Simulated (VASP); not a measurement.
Write the native input for VASP 6.6.1 that does the following.

```
Task                   : single point
Functional             : PBE
Dispersion             : D3(BJ)
Potentials or basis    : VASP PAW PBE potentials, release 64 (Ga_d)
Cutoff                 : 520 eV
k mesh                 : 10 × 8 × 7
Occupations            : fermi-dirac, width 0.05 eV
Spin                   : no spin polarisation
Dipole correction      : no
Further INCAR settings : ALGO = Normal; EDIFF = 1e-07; NBANDS = 20
```

The structure of Ga lies in POSCAR:

```
Ga
1.0
    2.7872159166      0.0000000000     -0.0381014823
    0.0000000000      3.2054717284      0.0000000000
   -1.4024031427      0.0000000000      4.1026931046
Ga
2
Direct
    0.1239162843      0.7500000000      0.7678072122
    0.8760837157      0.2500000000      0.2321927878
```

The input as run:

INCAR

```
SYSTEM = Ga
ALGO = Normal ; EDIFF = 1E-7
ENCUT = 520 ; GGA = PE
ISIF = 2 ; ISMEAR = -1
IVDW = 12 ; LASPH = .TRUE.
LCHARG = .TRUE. ; LELF = .TRUE.
LREAL = .FALSE. ; LVHAR = .TRUE.
LWAVE = .FALSE. ; NBANDS = 20
NELM = 100 ; PREC = Accurate
SIGMA = 0.05
```

KPOINTS

```
k-points
0
G
  10 8 7
  0 0 0
```

Potentials or basis: VASP PAW PBE potentials, release 64 (Ga_d).

Command:

```sh
$ cat potpaw_PBE.64/Ga_d/POTCAR > POTCAR
$ mpirun -np 1 vasp_std > vasp.out
```

Results of the run:

* Pressure: 0.1 GPa
* Band gap on the k mesh: zero (band 13 reaches 10.61 eV, above the bottom of band 14 at 1.71 eV)
* Dispersion energy per atom: -0.316 eV

Caveat: pairwise dispersion overbinds metals, which lowers pressure and volume.

Run time: 47 s on 1 thread of Intel Xeon 6975P-C, on a shared host, peak memory 0.24 GiB.
